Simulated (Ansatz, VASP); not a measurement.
NaI: VASP beside Ansatz

```
Na I
1.0
     0.00000    3.29686    3.29686
     3.29686    0.00000    3.29686
     3.29686    3.29686    0.00000
Na I
1 1
Direct
  0.00000 0.00000 0.00000
  0.50000 0.50000 0.50000
```

Alike in both runs: functional r2SCAN; k mesh 8 × 8 × 8; occupations fermi-dirac, width 0.02 eV; no spin polarisation.

Ansatz relaxed the structure, and its values are those at the end. VASP's run is a single point on that final structure, the one shown.

```csv
,VASP,Ansatz
version,VASP 6.6.1,Ansatz 0.2.0
potentials or method,"VASP PAW PBE potentials, release 64 (Na_pv, I), cutoff 520 eV",PAW plane waves
valence electrons in the cell,14,26
```

|  | VASP | Ansatz | Ansatz less VASP |
| --- | --- | --- | --- |
| gap on the k mesh at the Fermi level (eV) | 4.28 | 4.27 | -0.009 |
| pressure (GPa) | -1.0 | -0.9 | +0.07 |

VASP's potentials were made for PBE, not for r2SCAN. VASP's potentials hold 14 valence electrons a cell and Ansatz's 26, so a difference there can come from the potentials and not from the codes. Ansatz's warnings: stress scf threshold loose.

Spin-orbit coupling is off throughout.
